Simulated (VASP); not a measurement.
Here is a VASP 6.6.1 calculation.

Contents of INCAR:

```
ALGO     = Normal         # electronic algorithm
EDIFF    = 1E-7           # SCF threshold, eV
EDIFFG   = -0.01          # ionic threshold
ENCUT    = 600            # plane-wave cutoff, eV
GGA      = PE             # functional
IBRION   = 2              # ionic algorithm
ISIF     = 3              # what is computed and relaxed
ISMEAR   = 0              # smearing method
LASPH    = True           # aspherical terms in the spheres
LCHARG   = False          # write CHGCAR
LREAL    = False          # projectors in reciprocal space
LWAVE    = False          # write WAVECAR
NELM     = 80             # most SCF steps
NSW      = 100            # ionic steps
PREC     = Accurate       # precision mode
SIGMA    = 0.1            # smearing width, eV
```

KPOINTS

```
k-points
0
Gamma
  12 12 10
```

The input POSCAR:

```
HfHF3
1.0
    3.4224129208      0.0000000000      0.0000000000
    0.0000000000      3.4224129208      0.0000000000
    0.0000000000      0.0000000000      3.9814629133
Hf H F
1 1 3
Direct
    0.5000000000      0.5000000000      0.5000000000
    0.0000000000      0.0000000000      0.0000000000
    0.0000000000      0.0000000000      0.5000000000
    0.0000000000      0.5000000000      0.0000000000
    0.5000000000      0.0000000000      0.0000000000
```

Potentials or basis: VASP PAW PBE potentials, release 64 (Hf_pv, H, F).

Run with:

```console
$ cat potpaw_PBE.64/Hf_pv/POTCAR potpaw_PBE.64/H/POTCAR potpaw_PBE.64/F/POTCAR > POTCAR
$ mpirun -np 1 vasp_std > vasp.out
```

Predict the relaxed volume.

9.20 Å³/atom.

Estimate the band gap on the k mesh.

zero (bands 16 and 17 overlap by 3.70 eV).

What does it give for the space group after relaxing (to 0.1 Å)?

P4/mmm (No. 123).

Predict the relaxed cell.

a = 3.406 Å, b = 3.406 Å, c = 3.965 Å, α = 90.00°, β = 90.00°, γ = 90.00°.

Final structure:
```yaml
crystal:
  lattice:
    - [3.40574, 0.00000, 0.00000]
    - [0.00000, 3.40574, 0.00000]
    - [0.00000, 0.00000, 3.96529]
  atoms:
    - { symbol: Hf, position: [0.50000, 0.50000, 0.50000] }
    - { symbol: H, position: [0.00000, 0.00000, 0.00000] }
    - { symbol: F, position: [0.00000, 0.00000, 0.50000] }
    - { symbol: F, position: [0.00000, 0.50000, 0.00000] }
    - { symbol: F, position: [0.50000, 0.00000, 0.00000] }
```

Caveat: spin-orbit coupling is left out, which moves the levels of the heavy elements.
